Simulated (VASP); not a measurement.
# SiAs3 (P-3m1) in VASP: a series of runs

Runs on SiAs3. Level: PBE. Tasks: single point.

All numbers are computed with VASP 6.6.1; they aren't measurements. Logs are shortened: lines on timing, memory, paths and dates and some standing lists are left out, and cuts for length are marked.

## Step 1: The cell of the first run

The structure is trigonal, space group P-3m1 (No. 164). Conventional cell: a = 3.702 Å, b = 3.702 Å, c = 6.546 Å, α = 90.00°, β = 90.00°, γ = 120.00°. Within 3.5 Å of Si (site symmetry -3m) lie 8 As at 2.62 to 3.27 Å. As (site symmetry 3m) has 3 Si at 2.62 Å and 3 As at 2.77 Å within 3.5 Å. Within 3.7 Å of As (site symmetry -3m) lie 6 As at 2.77 Å and 2 Si at 3.27 Å.

## Step 2: Single point, PBE

Input file INCAR:

```
SYSTEM = SiAs3
PREC = Accurate ; ENCUT = 520
EDIFF = 1E-7 ; ISMEAR = 0
SIGMA = 0.1 ; LREAL = .FALSE.
LASPH = .TRUE. ; NELM = 60
ALGO = Normal ; ISIF = 2
LWAVE = .FALSE. ; LCHARG = .FALSE.
GGA = PE ; NBANDS = 18
```

Input file KPOINTS:

```
Automatic mesh
0
G
  6 6 4
  0 0 0
```

Input file POSCAR:

```
SiAs3
1.0
    3.7018797157      0.0000000000      0.0000000000
   -1.8509398579      3.2059218756      0.0000000000
    0.0000000000      0.0000000000      6.5458662626
Si As
1 3
Direct
    0.0000000000      0.0000000000      0.5000000000
    0.3333333333      0.6666666667      0.7304221759
    0.6666666667      0.3333333333      0.2695778241
    0.0000000000      0.0000000000      0.0000000000
```

Potentials or basis: VASP PAW PBE potentials, release 64 (Si, As).

On the command line:

```
$ cat potpaw_PBE.64/Si/POTCAR potpaw_PBE.64/As/POTCAR > POTCAR
$ mpirun -np 1 vasp_std > vasp.out
```

OUTCAR:

```text
SYSTEM = SiAs3
   PREC = Accurate
   ENCUT = 520
   EDIFF = 1E-7
   ISMEAR = 0
   LREAL = .FALSE.
   LASPH = .TRUE.
   NELM = 60
   ISIF = 2
   GGA = PE

 ion  position               nearest neighbor table
   1  0.000  0.000  0.500-   2 2.62   3 2.62   3 2.62   2 2.62   3 2.62   2 2.62
   2  0.333  0.667  0.730-   1 2.62   1 2.62   1 2.62   4 2.77   4 2.77   4 2.77
   3  0.667  0.333  0.270-   1 2.62   1 2.62   1 2.62   4 2.77   4 2.77   4 2.77
   4  0.000  0.000  0.000-   2 2.77   3 2.77   3 2.77   2 2.77   3 2.77   2 2.77

  LATTYP: Found a hexagonal cell.
 ALAT       =     3.7018797157
 C/A-ratio  =     1.7682547153

  Lattice vectors:

 A1 = (   3.7018797157,   0.0000000000,   0.0000000000)
 A2 = (  -1.8509398579,   3.2059218756,   0.0000000000)
 A3 = (   0.0000000000,   0.0000000000,   6.5458662626)

Analysis of symmetry for initial positions (statically):
=====================================================================
 Subroutine PRICEL returns:
 Original cell was already a primitive cell.

 Routine SETGRP: Setting up the symmetry group for a
 hexagonal supercell.

 Subroutine GETGRP returns: Found 12 space group operations
 (whereof 12 operations were pure point group operations)
 out of a pool of 24 trial point group operations.

The static configuration has the point symmetry D_3d.

Analysis of symmetry for dynamics (positions and initial velocities):
=====================================================================
 Subroutine PRICEL returns:
 Original cell was already a primitive cell.

 Routine SETGRP: Setting up the symmetry group for a
 hexagonal supercell.

 Subroutine GETGRP returns: Found 12 space group operations
 (whereof 12 operations were pure point group operations)
 out of a pool of 24 trial point group operations.

The dynamic configuration has the point symmetry D_3d.

 Subroutine INISYM returns: Found 12 space group operations
 (whereof 12 operations are pure point group operations),
 and found     1 'primitive' translations

----------------------------------------------------------------------------------------

                                     Primitive cell

  volume of cell :      77.6859

  direct lattice vectors                    reciprocal lattice vectors
     3.701879716  0.000000000  0.000000000     0.270133034  0.155961380  0.000000000
    -1.850939858  3.205921876  0.000000000     0.000000000  0.311922760  0.000000000
     0.000000000  0.000000000  6.545866263     0.000000000  0.000000000  0.152768168

  length of vectors
     3.701879716  3.701879716  6.545866263     0.311922760  0.311922760  0.152768168

  position of ions in fractional coordinates (direct lattice)
     0.000000000  0.000000000  0.500000000
     0.333333333  0.666666667  0.730422176
     0.666666667  0.333333333  0.269577824
     0.000000000  0.000000000  0.000000000

  ion indices of the primitive-cell ions
   primitive index   ion index
                 1           1
                 2           2
                 3           3
                 4           4

----------------------------------------------------------------------------------------

 KPOINTS: Automatic mesh

Automatic generation of k-mesh.
 Grid dimensions read from file:
 generate k-points for:    6    6    4

 Generating k-lattice:

  Cartesian coordinates                     Fractional coordinates (reciprocal lattice)
     0.045022172  0.025993563  0.000000000     0.166666667  0.000000000  0.000000000
     0.000000000  0.051987127  0.000000000     0.000000000  0.166666667  0.000000000
     0.000000000  0.000000000  0.038192042     0.000000000  0.000000000  0.250000000

  Length of vectors
     0.051987127  0.051987127  0.038192042

  Shift w.r.t. Gamma in fractional coordinates (k-lattice)
     0.000000000  0.000000000  0.000000000

 Subroutine IBZKPT returns following result:
 ===========================================

 Found     24 irreducible k-points:

 Following reciprocal coordinates:
            Coordinates               Weight
  0.000000  0.000000  0.000000      1.000000
  0.166667 -0.000000  0.000000      6.000000
  0.333333  0.000000  0.000000      6.000000
  0.500000  0.000000  0.000000      3.000000
  0.166667  0.166667  0.000000      6.000000
  0.333333  0.166667  0.000000     12.000000
[... 16 lines left out ...]
  0.333333  0.166667  0.500000     12.000000
  0.333333  0.333333  0.500000      2.000000
   k-points           NKPTS =     24   k-points in BZ     NKDIM =     24   number of bands    NBANDS=     18
   number of dos      NEDOS =    301   number of ions     NIONS =      4
   total plane-waves  NPLWV =  39200
   dimension x,y,z NGX =    28 NGY =   28 NGZ =   50
   dimension x,y,z NGXF=    56 NGYF=   56 NGZF=  100
   ions per type =               1   3
   NGX,Y,Z   is equivalent  to a cutoff of  12.57, 12.57, 12.70 a.u.
   NGXF,Y,Z  is equivalent  to a cutoff of  25.15, 25.15, 25.40 a.u.
 SYSTEM =  SiAs3
   PREC   = accura    normal or accurate (medium, high low for compatibility)
   ISTART =      0    job   : 0-new  1-cont  2-samecut
   ICHARG =      2    charge: 1-file 2-atom 10-const
   ISPIN  =      1    spin polarized calculation?
   LNONCOLLINEAR =      F non collinear calculations
   LSORBIT =      F    spin-orbit coupling
   LASPH  =      T    aspherical Exc in radial PAW
   ENCUT  =  520.0 eV  38.22 Ry    6.18 a.u.   6.88  6.88 12.17*2*pi/ulx,y,z
   NELM   =     60;   NELMIN=  2; NELMDL= -5     # of ELM steps
   EDIFF  = 0.1E-06   stopping-criterion for ELM
   LREAL  =      F    real-space projection
   EDIFFG = 0.1E-05   stopping-criterion for IOM
   NSW    =      0    number of steps for IOM
   IBRION =     -1    ionic relax: 0-MD 1-quasi-New 2-CG
   NFREE  =      0    steps in history (QN), initial steepest desc. (CG)
   ISIF   =      2    stress and relaxation
   ISYM   =      2    0-nonsym 1-usesym 2-fastsym
   POTIM  = 0.5000    time-step for ionic-motion
   TEBEG  =    0.0;   TEEND  =   0.0 temperature during run
   PSTRESS=    0.0 pullay stress
   NELECT =      19.0000    total number of electrons
   NUPDOWN=      -1.0000    fix difference up-down
   EMIN   =  10.00;   EMAX   =-10.00  energy-range for DOS
   EFERMI =   0.00;   METHOD = LEGACY
   ISMEAR =     0;   SIGMA  =   0.10  broadening in eV -4-tet -1-fermi 0-gaus
   EFERMI_NEDOS =   21; number of points for ismear=-14 and -15
   IALGO  =     38    algorithm
   IMIX   =      4    mixing-type and parameters
     AMIX     =   0.40;   BMIX     =  1.00
     AMIX_MAG =   1.60;   BMIX_MAG =  1.00
  volume/ion in A,a.u.               =      19.42       131.06
  Fermi-wavevector in a.u.,A,eV,Ry     =   1.023792  1.934687 14.260959  1.048151
  Thomas-Fermi vector in A             =   2.157545
   LORBIT       =      0    0 simple, 1 ext, 2 COOP (PROOUT), +10 PAW based schemes
   GGA     = PE    functional components
   LHFCALC =     F    Hartree Fock is set to
   AEXX    =    0.0000 exact exchange contribution
   IVDW    =     0    specifies the selected vdW correction
   LEPSILON=     F    determine dielectric tensor
   LRPA    =     F    only Hartree local field effects (RPA)
 non-spin polarized calculation
 Gauss-broadening in eV      SIGMA  =   0.10
  energy-cutoff  :      520.00
  volume of cell :       77.69
 maximum number of plane-waves:      2106
   NGX = 13   NGY = 13   NGZ = 25

 number of electron      18.9999998 magnetization

 Free energy of the ion-electron system (eV)
  ---------------------------------------------------
  ext. energy  EPLUGINS =         0.00000000
  ---------------------------------------------------
  free energy    TOTEN  =       -18.57214205 eV

  energy without entropy =      -18.55983386  energy(sigma->0) =      -18.56598795

 E-fermi :   6.1706     XC(G=0): -10.3374

 val. band max:        6.1646009355   @ k =   0.1667  -0.0000   0.0000
 cond. band min:       6.2203616261   @ k =   0.3333   0.3333   0.2500
 fundamental gap:      0.0557606906
 Fermi energy:         6.1705626296

 k-point     1 :       0.0000    0.0000    0.0000
  band No.  band energies     occupation
      1      -8.3311      2.00000
      2      -5.5526      2.00000
      3      -4.6388      2.00000
      4       2.6732      2.00000
      5       4.2255      2.00000
      6       4.8378      2.00000
[... 10 lines left out ...]
     17      11.9513      0.00000
     18      12.6138      0.00000

 k-point     2 :       0.1667   -0.0000    0.0000
  band No.  band energies     occupation
      1      -7.9798      2.00000
      2      -5.2839      2.00000
      3      -4.3495      2.00000
      4       1.0103      2.00000
      5       3.2821      2.00000
      6       3.9333      2.00000
[... 10 lines left out ...]
     17      12.0041      0.00000
     18      12.3018      0.00000

 k-point     3 :       0.3333    0.0000    0.0000
  band No.  band energies     occupation
      1      -6.9653      2.00000
      2      -4.7310      2.00000
      3      -3.7224      2.00000
      4      -1.0877      2.00000
      5       1.0803      2.00000
      6       2.2860      2.00000
[... 10 lines left out ...]
     17      13.5264      0.00000
     18      14.3210      0.00000

 k-point     4 :       0.5000    0.0000    0.0000
  band No.  band energies     occupation
      1      -5.7222      2.00000
      2      -5.1933      2.00000
      3      -3.4031      2.00000
      4      -1.3149      2.00000
      5      -0.0646      2.00000
      6       0.7859      2.00000
[... 375 lines left out ...]
      4      -0.2264      2.00000
      5       1.6896      2.00000
      6       2.1084      2.00000
[... 10 lines left out ...]
     17      12.8229      0.00000
     18      13.0578      0.00000

 k-point    23 :       0.3333    0.1667    0.5000
  band No.  band energies     occupation
      1      -5.6433      2.00000
      2      -5.1855      2.00000
      3      -3.6519      2.00000
      4      -1.7590      2.00000
      5       1.3135      2.00000
      6       1.3526      2.00000
[... 10 lines left out ...]
     17      14.2672      0.00000
     18      14.7362      0.00000

 k-point    24 :       0.3333    0.3333    0.5000
  band No.  band energies     occupation
      1      -4.6629      2.00000
      2      -4.5454      2.00000
      3      -4.5454      2.00000
      4      -2.2082      2.00000
      5       0.4325      2.00000
      6       0.4325      2.00000
[... 10 lines left out ...]
     17      14.4775      0.00000
     18      14.4775      0.00000

------------------------ aborting loop because EDIFF is reached ----------------------------------------

  FORCE on cell =-STRESS in cart. coord.  units (eV):
  Direction    XX          YY          ZZ          XY          YZ          ZX
  --------------------------------------------------------------------------------------
  -------------------------------------------------------------------------------------
  Total        0.0901140      0.0901140      0.2656923     -0.0000000      0.0000000     -0.0000000
  in kB        1.8584918      1.8584918      5.4795784     -0.0000000      0.0000000     -0.0000000
  external PRESSURE =       3.0655207 kB  Pullay stress =       0.0000000 kB

 VOLUME and BASIS-vectors are now :
 -----------------------------------------------------------------------------
  energy-cutoff  :      520.00
  volume of cell :       77.69
      direct lattice vectors                 reciprocal lattice vectors
     3.701879716  0.000000000  0.000000000     0.270133034  0.155961380  0.000000000
    -1.850939858  3.205921876  0.000000000     0.000000000  0.311922760  0.000000000
     0.000000000  0.000000000  6.545866263     0.000000000  0.000000000  0.152768168

 POSITION                                       TOTAL-FORCE (eV/Angst)
 -----------------------------------------------------------------------------------
      0.00000      0.00000      3.27293         0.000000      0.000000      0.000000
     -0.00000      2.13728      4.78125         0.000000      0.000000      0.031181
      1.85094      1.06864      1.76462        -0.000000     -0.000000     -0.031181
      0.00000      0.00000      0.00000         0.000000      0.000000      0.000000
 -----------------------------------------------------------------------------------
    total drift:                                0.000000     -0.000000      0.000000

  FREE ENERGIE OF THE ION-ELECTRON SYSTEM (eV)
  ---------------------------------------------------
  free  energy   TOTEN  =       -18.5721420465 eV

  energy  without entropy=      -18.5598338579  energy(sigma->0) =      -18.56598795
```

It took 18 s on 1 thread of Intel Xeon 6975P-C (Granite Rapids), shared host; peak memory 0.18 GiB.

Results:

```
Free energy   : -18.5721 eV
Pressure      : 0.3 GPa
Largest force : 0.031 eV/Å
```

Forces on the atoms (eV/Å):
```
Si   0.000  0.000  0.000
As   0.000  0.000  0.031
As   0.000  0.000 -0.031
As   0.000  0.000  0.000
```

Stress tensor (GPa, compression positive):
```
0.19 0.00 0.00
0.00 0.19 0.00
0.00 0.00 0.55
```

Levels at points of the mesh, in eV from the Fermi level:
| k point | band 6 | band 7 | band 8 | band 9 | band 10 | band 11 | band 12 | band 13 |
| --- | --- | --- | --- | --- | --- | --- | --- | --- |
| (0.00, 0.00, 0.00) | -1.33 | -1.33 | -0.27 | -0.27 | 1.17 | 1.46 | 1.46 | 2.95 |
| (0.50, 0.00, 0.00) | -5.38 | -3.51 | -0.57 | -0.34 | 0.07 | 0.08 | 0.62 | 1.66 |
| (0.00, 0.00, 0.50) | -1.03 | -0.66 | -0.66 | -0.05 | -0.02 | 1.59 | 1.59 | 3.07 |
| (0.50, 0.00, 0.50) | -3.57 | -2.80 | -2.72 | -2.65 | -2.65 | 1.61 | 2.46 | 2.76 |

## Step 3: Single point, PBE

This run uses another cell than the first one, of 26.62 Å³/atom, 1.371 times its volume.

Input file INCAR:

```
SYSTEM = SiAs3
PREC = Accurate
ENCUT = 520
EDIFF = 1E-6
ISMEAR = 0
SIGMA = 0.1
LREAL = .False.
LASPH = .True.
NELM = 60
ALGO = Normal
ISIF = 2
LWAVE = .False.
LCHARG = .False.
GGA = PE
NBANDS = 18
```

Input file KPOINTS:

```
regular mesh
0
Gamma
  6 6 4
  0 0 0
```

Input file POSCAR:

```
SiAs3
1.0
    4.5203369400      0.0000000000      0.0000000000
   -2.2601684700      3.9147266300      0.0000000000
    0.0000000000      0.0000000000      6.0171897100
Si As
1 3
Direct
    0.0000000000      0.0000000000      0.5000000000
    0.3333333300      0.6666666700      0.5351475100
    0.6666666700      0.3333333300      0.4648524900
    0.0000000000      0.0000000000      0.0000000000
```

Potentials or basis: VASP PAW PBE potentials, release 64 (Si, As).

On the command line:

```
$ cat potpaw_PBE.64/Si/POTCAR potpaw_PBE.64/As/POTCAR > POTCAR
$ mpirun -np 1 vasp_std > vasp.out
```

It took 23 s on 1 thread of Intel Xeon 6975P-C (Granite Rapids), shared host; peak memory 0.24 GiB.

Results (log left out):

- Free energy: -15.2207 eV
- Pressure: -0.3 GPa
- Largest force: 0.928 eV/Å

Forces in eV/Å, atoms in the order of the input:
```
Si   0.000  0.000  0.000
As   0.000  0.000  0.928
As   0.000  0.000 -0.928
As   0.000  0.000  0.000
```

Stress tensor (GPa, compression positive):
```
  4.87   0.00   0.00
  0.00   4.87   0.00
  0.00   0.00 -10.70
```

Levels at points of the mesh, in eV from the Fermi level:
| k point | band 6 | band 7 | band 8 | band 9 | band 10 | band 11 | band 12 | band 13 |
| --- | --- | --- | --- | --- | --- | --- | --- | --- |
| (0.00, 0.00, 0.00) | -4.10 | -3.74 | -3.27 | -3.27 | 0.30 | 0.66 | 0.66 | 1.51 |
| (0.50, 0.00, 0.00) | -3.31 | -2.24 | -1.31 | 0.07 | 0.17 | 2.21 | 2.23 | 2.30 |
| (0.00, 0.00, 0.50) | -4.09 | -3.22 | -3.19 | -3.19 | -0.33 | 0.30 | 0.30 | 1.94 |
| (0.50, 0.00, 0.50) | -3.12 | -1.45 | -0.39 | -0.22 | 0.46 | 1.28 | 2.14 | 2.53 |
